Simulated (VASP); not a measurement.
A run of VASP 6.6.1 is set up as follows.

File INCAR:

```
SYSTEM = AgCl
PREC = Accurate
ENCUT = 520
EDIFF = 1E-8
ISMEAR = -1
SIGMA = 0.02
LREAL = .False.
LASPH = .True.
NELM = 60
ALGO = Normal
ISIF = 2
LWAVE = .False.
LCHARG = .False.
GGA = CA
LEFG = .True.
NBANDS = 16
```

KPOINTS

```
regular mesh
0
Gamma
  8 8 8
  0 0 0
```

The input POSCAR:

```
AgCl
1.0
    0.0000000000      2.7731500000      2.6899555000
    2.7731500000      0.0000000000      2.6899555000
    2.7731500000      2.7731500000      0.0000000000
Ag Cl
1 1
Direct
    0.5000000000      0.5000000000      0.5000000000
    0.0000000000      0.0000000000      0.0000000000
```

Potentials or basis: VASP PAW LDA potentials, release 64 (Ag, Cl).

Run with:

```bash
$ cat potpaw_LDA.64/Ag/POTCAR potpaw_LDA.64/Cl/POTCAR > POTCAR
$ mpirun -np 1 vasp_std > vasp.out
```

Task: Estimate the pressure.

Result: -4.2 GPa.

Task: What does it give for the band gap on the k mesh?

Result: 0.55 eV (least direct gap 3.04 eV).

Electric field gradients, principal values (V/Å²):
```tsv
atom	least	middle	greatest (by size)
1 Ag	9.606	9.606	-19.211
2 Cl	-7.961	-7.962	15.922
```

Caveat: the cell differs from its parent crystal (zz strain of -3 %); the cell stands under tension; without QUAD_EFG the Cq values of the log hold for a quadrupole moment of 1 mb, not for the nuclei. A k mesh can miss the band edges.
